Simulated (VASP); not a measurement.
# Li3S2 (P6/mmm) in VASP: a series of runs, part 2 of 2

VASP 6.6.1. Earlier steps stand in the parts before.

## 4. Single point, PBE

This run uses another cell than the first one, of 32.69 Å³/atom.

INCAR

```
ALGO = Normal
EDIFF = 1E-7
ENCUT = 520
GGA = PE
ISIF = 2
ISMEAR = 0
LASPH = T
LCHARG = T
LELF = T
LREAL = F
LVHAR = T
LWAVE = F
NBANDS = 18
NELM = 60
PREC = Accurate
SIGMA = 0.1
```

KPOINTS

```
k-points
0
Gamma
  6 6 12
```

POSCAR

```
Li3S2
1.0
    7.7799858098      0.0000000000      0.0000000000
   -3.8899929049      6.7376653524      0.0000000000
    0.0000000000      0.0000000000      3.1183103031
Li S
3 2
Direct
    0.5000000000      0.0000000000      0.5000000000
    0.0000000000      0.5000000000      0.5000000000
    0.5000000000      0.5000000000      0.5000000000
    0.3333333333      0.6666666667      0.5000000000
    0.6666666667      0.3333333333      0.5000000000
```

Potentials or basis: VASP PAW PBE potentials, release 64 (Li_sv, S).

Command:

```console
$ cat potpaw_PBE.64/Li_sv/POTCAR potpaw_PBE.64/S/POTCAR > POTCAR
$ mpirun -np 1 vasp_std > vasp.out
```

OUTCAR:

```text
EDIFF = 1E-7
   ENCUT = 520
   GGA = PE
   ISIF = 2
   ISMEAR = 0
   LASPH = T
   LREAL = F
   NELM = 60
   PREC = Accurate

 ion  position               nearest neighbor table
   1  0.500  0.000  0.500-   4 2.25   5 2.25
   2  0.000  0.500  0.500-   4 2.25   5 2.25
   3  0.500  0.500  0.500-   4 2.25   5 2.25
   4  0.333  0.667  0.500-   2 2.25   1 2.25   3 2.25
   5  0.667  0.333  0.500-   2 2.25   1 2.25   3 2.25

  LATTYP: Found a hexagonal cell.
 ALAT       =     7.7799858098
 C/A-ratio  =     0.4008118240

  Lattice vectors:

 A1 = (   7.7799858098,   0.0000000000,   0.0000000000)
 A2 = (  -3.8899929049,   6.7376653524,   0.0000000000)
 A3 = (   0.0000000000,   0.0000000000,   3.1183103031)

Analysis of symmetry for initial positions (statically):
=====================================================================
 Subroutine PRICEL returns:
 Original cell was already a primitive cell.

 Routine SETGRP: Setting up the symmetry group for a
 hexagonal supercell.

 Subroutine GETGRP returns: Found 24 space group operations
 (whereof 24 operations were pure point group operations)
 out of a pool of 24 trial point group operations.

The static configuration has the point symmetry D_6h.

Analysis of symmetry for dynamics (positions and initial velocities):
=====================================================================
 Subroutine PRICEL returns:
 Original cell was already a primitive cell.

 Routine SETGRP: Setting up the symmetry group for a
 hexagonal supercell.

 Subroutine GETGRP returns: Found 24 space group operations
 (whereof 24 operations were pure point group operations)
 out of a pool of 24 trial point group operations.

The dynamic configuration has the point symmetry D_6h.

 Subroutine INISYM returns: Found 24 space group operations
 (whereof 24 operations are pure point group operations),
 and found     1 'primitive' translations

----------------------------------------------------------------------------------------

                                     Primitive cell

  volume of cell :     163.4585

  direct lattice vectors                    reciprocal lattice vectors
     7.779985810  0.000000000  0.000000000     0.128534939  0.074209682  0.000000000
    -3.889992905  6.737665352  0.000000000     0.000000000  0.148419363  0.000000000
     0.000000000  0.000000000  3.118310303     0.000000000  0.000000000  0.320686495

  length of vectors
     7.779985810  7.779985810  3.118310303     0.148419363  0.148419363  0.320686495

  position of ions in fractional coordinates (direct lattice)
     0.500000000  0.000000000  0.500000000
     0.000000000  0.500000000  0.500000000
     0.500000000  0.500000000  0.500000000
     0.333333333  0.666666667  0.500000000
     0.666666667  0.333333333  0.500000000

  ion indices of the primitive-cell ions
   primitive index   ion index
                 1           1
                 2           2
                 3           3
                 4           4
                 5           5

----------------------------------------------------------------------------------------
[... 26 lines left out ...]
            Coordinates               Weight
  0.000000  0.000000  0.000000      1.000000
  0.166667  0.000000  0.000000      6.000000
  0.333333 -0.000000  0.000000      6.000000
  0.500000 -0.000000  0.000000      3.000000
  0.166667  0.166667  0.000000      6.000000
  0.333333  0.166667  0.000000     12.000000
[... 16 lines left out ...]
  0.166667  0.000000  0.250000     12.000000
  0.333333 -0.000000  0.250000     12.000000
 [... further k-points ...]
   k-points           NKPTS =     49   k-points in BZ     NKDIM =     49   number of bands    NBANDS=     18
   number of dos      NEDOS =    301   number of ions     NIONS =      5
   total plane-waves  NPLWV =  86400
   dimension x,y,z NGX =    60 NGY =   60 NGZ =   24
   dimension x,y,z NGXF=   120 NGYF=  120 NGZF=   48
   ions per type =               3   2
   NGX,Y,Z   is equivalent  to a cutoff of  12.82, 12.82, 12.80 a.u.
   NGXF,Y,Z  is equivalent  to a cutoff of  25.64, 25.64, 25.59 a.u.
 SYSTEM =  unknown system
   PREC   = accura    normal or accurate (medium, high low for compatibility)
   ISTART =      0    job   : 0-new  1-cont  2-samecut
   ICHARG =      2    charge: 1-file 2-atom 10-const
   ISPIN  =      1    spin polarized calculation?
   LNONCOLLINEAR =      F non collinear calculations
   LSORBIT =      F    spin-orbit coupling
   LASPH  =      T    aspherical Exc in radial PAW
   ENCUT  =  520.0 eV  38.22 Ry    6.18 a.u.  14.47 14.47  5.80*2*pi/ulx,y,z
   NELM   =     60;   NELMIN=  2; NELMDL= -5     # of ELM steps
   EDIFF  = 0.1E-06   stopping-criterion for ELM
   LREAL  =      F    real-space projection
   EDIFFG = 0.1E-05   stopping-criterion for IOM
   NSW    =      0    number of steps for IOM
   IBRION =     -1    ionic relax: 0-MD 1-quasi-New 2-CG
   NFREE  =      0    steps in history (QN), initial steepest desc. (CG)
   ISIF   =      2    stress and relaxation
   ISYM   =      2    0-nonsym 1-usesym 2-fastsym
   POTIM  = 0.5000    time-step for ionic-motion
   TEBEG  =    0.0;   TEEND  =   0.0 temperature during run
   PSTRESS=    0.0 pullay stress
   NELECT =      21.0000    total number of electrons
   NUPDOWN=      -1.0000    fix difference up-down
   EMIN   =  10.00;   EMAX   =-10.00  energy-range for DOS
   EFERMI =   0.00;   METHOD = LEGACY
   ISMEAR =     0;   SIGMA  =   0.10  broadening in eV -4-tet -1-fermi 0-gaus
   EFERMI_NEDOS =   21; number of points for ismear=-14 and -15
   IALGO  =     38    algorithm
   IMIX   =      4    mixing-type and parameters
     AMIX     =   0.40;   BMIX     =  1.00
     AMIX_MAG =   1.60;   BMIX_MAG =  1.00
  volume/ion in A,a.u.               =      32.69       220.61
  Fermi-wavevector in a.u.,A,eV,Ry     =   0.826061  1.561029  9.284298  0.682377
  Thomas-Fermi vector in A             =   1.938027
   LORBIT       =      0    0 simple, 1 ext, 2 COOP (PROOUT), +10 PAW based schemes
   GGA     = PE    functional components
   LHFCALC =     F    Hartree Fock is set to
   AEXX    =    0.0000 exact exchange contribution
   IVDW    =     0    specifies the selected vdW correction
   LEPSILON=     F    determine dielectric tensor
   LRPA    =     F    only Hartree local field effects (RPA)
 non-spin polarized calculation
 Gauss-broadening in eV      SIGMA  =   0.10
  energy-cutoff  :      520.00
  volume of cell :      163.46
 maximum number of plane-waves:      4451
 NGX is ok and might be reduce to    60
   NGX = 29   NGY = 29   NGZ = 11

 number of electron      20.9999969 magnetization

 Free energy of the ion-electron system (eV)
  ---------------------------------------------------
  ext. energy  EPLUGINS =         0.00000000
  ---------------------------------------------------
  free energy    TOTEN  =       -17.65732391 eV

  energy without entropy =      -17.65732391  energy(sigma->0) =      -17.65732391

 E-fermi :  -0.1515     XC(G=0):  -5.5007

 val. band max:       -0.5101457121   @ k =   0.0000   0.0000   0.1667
 cond. band min:       0.2029932544   @ k =   0.0000   0.0000   0.0833
 fundamental gap:      0.7131389665
 Fermi energy:        -0.1514837096

 k-point     1 :       0.0000    0.0000    0.0000
  band No.  band energies     occupation
      1     -46.2278      2.00000
      2     -46.2269      2.00000
      3     -46.2269      2.00000
      4     -12.3553      2.00000
      5     -12.3043      2.00000
      6      -3.0938      2.00000
[... 481 lines left out ...]
      5     -11.8606      2.00000
      6      -2.7054      2.00000
[... 10 lines left out ...]
     17       5.8096      0.00000
     18       6.6775      0.00000

 [... further k-points ...]

------------------------ aborting loop because EDIFF is reached ----------------------------------------

  FORCE on cell =-STRESS in cart. coord.  units (eV):
  Direction    XX          YY          ZZ          XY          YZ          ZX
  --------------------------------------------------------------------------------------
  -------------------------------------------------------------------------------------
  Total       -0.0020043     -0.0020043     -0.0488238     -0.0000000      0.0000000      0.0000000
  in kB       -0.0196454     -0.0196454     -0.4785576     -0.0000000      0.0000000      0.0000000
  external PRESSURE =      -0.1726161 kB  Pullay stress =       0.0000000 kB

 VOLUME and BASIS-vectors are now :
 -----------------------------------------------------------------------------
  energy-cutoff  :      520.00
  volume of cell :      163.46
      direct lattice vectors                 reciprocal lattice vectors
     7.779985810  0.000000000  0.000000000     0.128534939  0.074209682  0.000000000
    -3.889992905  6.737665352  0.000000000     0.000000000  0.148419363  0.000000000
     0.000000000  0.000000000  3.118310303     0.000000000  0.000000000  0.320686495

 POSITION                                       TOTAL-FORCE (eV/Angst)
 -----------------------------------------------------------------------------------
      3.88999      0.00000      1.55916        -0.000000      0.000000      0.000000
     -1.94500      3.36883      1.55916        -0.000000      0.000000      0.000000
      1.94500      3.36883      1.55916        -0.000000      0.000000      0.000000
     -0.00000      4.49178      1.55916        -0.000000      0.000000     -0.000000
      3.88999      2.24589      1.55916         0.000000     -0.000000      0.000000
 -----------------------------------------------------------------------------------
    total drift:                                0.000000      0.000000      0.000000

  FREE ENERGIE OF THE ION-ELECTRON SYSTEM (eV)
  ---------------------------------------------------
  free  energy   TOTEN  =       -17.6573239102 eV

  energy  without entropy=      -17.6573239062  energy(sigma->0) =      -17.65732391
```

OSZICAR:

```text
N       E                     dE             d eps       ncg     rms          rms(c)
DAV:   1     0.124902675089E+03    0.12490E+03   -0.85680E+03  1772   0.101E+03
DAV:   2     0.400322058065E+01   -0.12090E+03   -0.11471E+03  2302   0.224E+02
DAV:   3    -0.160407856996E+02   -0.20044E+02   -0.19923E+02  2622   0.720E+01
DAV:   4    -0.189824734833E+02   -0.29417E+01   -0.29317E+01  3238   0.284E+01
DAV:   5    -0.191988073572E+02   -0.21633E+00   -0.21632E+00  2684   0.685E+00    0.546E+00
DAV:   6    -0.179383109848E+02    0.12605E+01   -0.18451E+00  1926   0.544E+00    0.408E+00
DAV:   7    -0.176534826408E+02    0.28483E+00   -0.91559E-01  2170   0.350E+00    0.252E+00
DAV:   8    -0.176449492718E+02    0.85334E-02   -0.17041E-01  2284   0.213E+00    0.112E+00
DAV:   9    -0.176394732026E+02    0.54761E-02   -0.18502E-02  2244   0.573E-01    0.601E-01
DAV:  10    -0.176528007000E+02   -0.13327E-01   -0.18452E-02  1938   0.640E-01    0.179E-01
DAV:  11    -0.176540564537E+02   -0.12558E-02   -0.14289E-03  2362   0.191E-01    0.139E-01
DAV:  12    -0.176573351040E+02   -0.32787E-02   -0.13336E-03  1836   0.194E-01    0.110E-01
DAV:  13    -0.176573279100E+02    0.71939E-05   -0.14142E-04  2150   0.559E-02    0.258E-02
DAV:  14    -0.176573256899E+02    0.22201E-05   -0.17816E-05  1832   0.291E-02    0.108E-02
DAV:  15    -0.176573238381E+02    0.18518E-05   -0.46253E-06  2066   0.125E-02    0.459E-03
DAV:  16    -0.176573239102E+02   -0.72050E-07   -0.40712E-07  2120   0.458E-03
   1 F= -.17657324E+02 E0= -.17657324E+02  d E =-.391785E-08
```

Run time: 66 s. Hardware: 1 thread of Intel Xeon 6975P-C (Granite Rapids), shared host; peak memory 0.34 GiB.

What came out:

| Property | Result |
| --- | --- |
| Free energy | -17.6573 eV |
| Band gap on the k mesh | zero (an odd number of electrons rules out a gap without spin polarisation) |

Levels at points of the mesh, in eV from the Fermi level:
| k point | band 8 | band 9 | band 10 | band 11 | band 12 | band 13 | band 14 | band 15 |
| --- | --- | --- | --- | --- | --- | --- | --- | --- |
| (0.00, 0.00, 0.00) | -2.91 | -2.91 | 0.90 | 1.04 | 1.47 | 3.05 | 3.05 | 5.56 |
| (0.50, 0.00, 0.00) | -2.82 | -2.81 | 0.94 | 0.99 | 2.34 | 2.72 | 3.62 | 3.71 |
| (0.00, 0.00, 0.50) | -1.94 | -1.94 | -1.63 | -1.63 | 2.92 | 2.92 | 4.67 | 5.26 |
| (0.50, 0.00, 0.50) | -1.86 | -1.83 | -1.76 | -1.72 | 2.82 | 3.22 | 4.03 | 5.29 |

Caveat: the cutoff is under 1.25 times the usual one of these potentials, so pressure, stress and relaxed cells hold a basis-set (Pulay) error.

## 5. Relaxation of cell and atoms, PBE

INCAR

```
SYSTEM = Li3S2
PREC     = Accurate       ! precision mode
ENCUT    = 600            ! plane-wave cutoff, eV
EDIFF    = 1E-7           ! SCF threshold, eV
ISMEAR   = 0              ! smearing method
SIGMA    = 0.1            ! smearing width, eV
LREAL    = .False.        ! projectors in reciprocal space
LASPH    = .True.         ! aspherical terms in the spheres
NELM     = 80             ! most SCF steps
ALGO     = Normal         ! electronic algorithm
ISIF     = 3              ! what is computed and relaxed
LWAVE    = .False.        ! write WAVECAR
LCHARG   = .False.        ! write CHGCAR
GGA      = PE             ! functional
IBRION   = 2              ! ionic algorithm
NSW      = 90             ! ionic steps
EDIFFG   = -0.04          ! ionic threshold
```

KPOINTS

```
Automatic mesh
0
Gamma
  6 6 6
  0 0 0
```

POSCAR

```
Li3S2
1.0
    5.1190706900      0.0000000000      0.0000000000
   -2.5595353500      4.4332452600      0.0000000000
    0.0000000000      0.0000000000      3.5637857700
Li S
3 2
Direct
    0.5000000000      0.0000000000      0.5000000000
    0.0000000000      0.5000000000      0.5000000000
    0.5000000000      0.5000000000      0.5000000000
    0.3333333300      0.6666666700      0.5000000000
    0.6666666700      0.3333333300      0.5000000000
```

Command:

```console
$ cat potpaw_PBE.64/Li_sv/POTCAR potpaw_PBE.64/S/POTCAR > POTCAR
$ mpirun -np 1 vasp_std > vasp.out
```

It took 3.3 min on 1 thread of Intel Xeon 6975P-C (Granite Rapids), shared host; peak memory 0.23 GiB.

The run converged. Its results:

```
Free energy                           : -16.2590 eV
Relaxed volume                        : 30.29 Å³/atom
Relaxed cell                          : a = 7.474 Å, b = 7.474 Å, c = 3.130 Å, α = 90.00°, β = 90.00°, γ = 120.00°
Space group after relaxing (to 0.1 Å) : P6/mmm (No. 191)
Energy gained by relaxing             : 4636.4 meV/atom
Ionic steps                           : 13
Pressure after relaxing               : 0.1 GPa
Band gap on the k mesh                : zero (an odd number of electrons rules out a gap without spin polarisation)
```

Stress tensor (GPa, compression positive):
```
 0.11  0.00  0.00
 0.00  0.11  0.00
 0.00  0.00 -0.03
```

The path:
```tsv
step	energy change (eV)	largest force (eV/Å)	pressure (GPa)	volume (Å³)
1	0.0000	0.0000	90.50	80.88
2	-21.9105	0.0000	-4.38	223.77
3	-22.8991	0.0000	0.62	166.54
4	-22.9545	0.0000	-1.20	178.62
5	-22.9604	0.0000	-0.85	175.86
6	-22.9577	0.0000	-0.53	173.59
7	-23.0242	0.0000	-0.54	169.49
8	-23.1678	0.0000	-0.37	157.11
9	-22.5525	0.0000	2.75	132.03
10	-23.1777	0.0000	-0.30	155.01
11	-23.1813	0.0000	-0.19	152.70
12	-23.1812	0.0000	-0.21	153.12
13	-23.1820	0.0000	0.07	151.43
```

Final structure:
```
CELL_PARAMETERS angstrom
7.47419 0.00000 0.00000
-3.73709 6.47284 0.00000
0.00000 0.00000 3.13013
ATOMIC_POSITIONS crystal
Li 0.50000 0.00000 0.50000
Li 0.00000 0.50000 0.50000
Li 0.50000 0.50000 0.50000
S 0.33333 0.66667 0.50000
S 0.66667 0.33333 0.50000
```

Levels at points of the mesh, in eV from the Fermi level:
```
           k point  band 8  band 9  band 10  band 11  band 12  band 13  band 14
(0.00, 0.00, 0.00)   -2.17   -2.17     1.26     1.47     2.26     3.70     3.71
(0.50, 0.00, 0.00)   -2.35   -2.25     1.33     1.40     2.98     3.73     4.44
(0.00, 0.00, 0.50)   -1.56   -1.56    -0.94    -0.94     3.45     3.45     5.46
(0.50, 0.00, 0.50)   -1.46   -1.28    -1.25    -1.08     3.33     3.78     4.74
```

Caveat: the cutoff is under 1.25 times the usual one of these potentials, so pressure, stress and relaxed cells hold a basis-set (Pulay) error; the volume moved by over 15 % at a fixed basis, so the end points are rough.

## 6. Relaxation of cell and atoms, PBE

This run uses another cell than the first one, of 33.48 Å³/atom.

INCAR

```
SYSTEM = Li3S2
  ALGO = Normal
  EDIFF = 1E-7
  EDIFFG = -0.01
  ENCUT = 600
  GGA = PE
  IBRION = 2
  ISIF = 3
  ISMEAR = 0
  LASPH = .True.
  LCHARG = .False.
  LREAL = .False.
  LWAVE = .False.
  NELM = 100
  NSW = 100
  PREC = Accurate
  SIGMA = 0.1
```

KPOINTS

```
k-points
0
Gamma
  6 6 12
  0 0 0
```

POSCAR

```
Li3S2
1.0
    7.7807728145      0.0000000000      0.0000000000
   -3.8903864073      6.7383469185      0.0000000000
    0.0000000000      0.0000000000      3.1927339563
Li S
3 2
Direct
    0.5000000000      0.0000000000      0.5000000000
    0.0000000000      0.5000000000      0.5000000000
    0.5000000000      0.5000000000      0.5000000000
    0.3333333333      0.6666666667      0.5000000000
    0.6666666667      0.3333333333      0.5000000000
```

Potentials or basis: VASP PAW PBE potentials, release 64 (Li_sv, S).

Command:

```console
$ cat potpaw_PBE.64/Li_sv/POTCAR potpaw_PBE.64/S/POTCAR > POTCAR
$ mpirun -np 1 vasp_std > vasp.out
```

It took 4.1 min on 1 thread of Intel Xeon 6975P-C (Granite Rapids), shared host; peak memory 0.4 GiB.

Results (log left out):

* Free energy: -17.6595 eV
* Relaxed volume: 32.61 Å³/atom
* Relaxed cell: a = 7.779 Å, b = 7.779 Å, c = 3.111 Å, α = 90.00°, β = 90.00°, γ = 120.00°
* Space group after relaxing (to 0.1 Å): P6/mmm (No. 191)
* Energy gained by relaxing: 2.0 meV/atom
* Ionic steps: 5
* Pressure after relaxing: 0.0 GPa
* Band gap on the k mesh: zero (an odd number of electrons rules out a gap without spin polarisation)

The path:
```tsv
step	energy change (eV)	largest force (eV/Å)	pressure (GPa)	volume (Å³)
1	0.0000	0.0000	-0.19	167.39
2	-0.0048	0.0000	-0.18	166.43
3	-0.0092	0.0000	-0.16	164.72
4	-0.0094	0.0000	-0.14	164.28
5	-0.0100	0.0000	-0.01	163.05
```

Final structure:
```
Li S
1.0
     7.77922    0.00000    0.00000
    -3.88961    6.73700    0.00000
     0.00000    0.00000    3.11111
Li S
3 2
Direct
  0.50000 0.00000 0.50000
  0.00000 0.50000 0.50000
  0.50000 0.50000 0.50000
  0.33333 0.66667 0.50000
  0.66667 0.33333 0.50000
```

Levels at points of the mesh, in eV from the Fermi level:
```tsv
k point	band 7	band 8	band 9	band 10	band 11	band 12	band 13	band 14
(0.00, 0.00, 0.00)	-2.97	-2.94	-2.94	0.91	1.06	1.45	3.02	3.02
(0.50, 0.00, 0.00)	-3.07	-2.84	-2.83	0.96	1.00	2.32	2.70	3.59
(0.00, 0.00, 0.50)	-3.34	-1.95	-1.95	-1.64	-1.64	2.89	2.89	4.65
(0.50, 0.00, 0.50)	-3.50	-1.88	-1.84	-1.77	-1.73	2.80	3.20	4.01
```

Caveat: the cutoff is under 1.25 times the usual one of these potentials, so pressure, stress and relaxed cells hold a basis-set (Pulay) error.

## 7. Summary

| task | cell | k mesh | cutoff (eV) | gap on the mesh (eV) | pressure (GPa) | relaxed volume (Å³/atom) |
| --- | --- | --- | --- | --- | --- | --- |
| single point | a = 5.119, b = 5.119, c = 3.564 Å, angles 90.0, 90.0, 120.0°, 5 atoms | 6 × 6 × 6 | 520 | none | - | - |
| single point | a = 7.781, b = 7.781, c = 3.193 Å, angles 90.0, 90.0, 120.0°, 5 atoms | 6 × 6 × 6 | 520 | none | - | - |
| single point | a = 7.780, b = 7.780, c = 3.118 Å, angles 90.0, 90.0, 120.0°, 5 atoms | 6 × 6 × 12 | 520 | none | - | - |
| relaxation of cell and atoms | relaxed from a = 5.119, b = 5.119, c = 3.564 Å, angles 90.0, 90.0, 120.0°, 5 atoms | 6 × 6 × 6 | 600 | none | 0.1 | 30.29 |
| relaxation of cell and atoms | relaxed from a = 7.781, b = 7.781, c = 3.193 Å, angles 90.0, 90.0, 120.0°, 5 atoms | 6 × 6 × 12 | 600 | none | 0.0 | 32.61 |

Alike in all rows: level PBE; potentials or basis VASP PAW PBE potentials, release 64 (Li_sv, S); no spin polarisation; smearing gaussian 0.1 eV.

Caveats: the cutoff is under 1.25 times the usual one of these potentials, so pressure, stress and relaxed cells hold a basis-set (Pulay) error; atoms lie so close that the PAW spheres overlap strongly, which falsifies energies and pressures (at least some runs); the volume moved by over 15 % at a fixed basis, so the end points are rough (at least some runs).

Absolute energies hang on the potentials; compare differences alone.
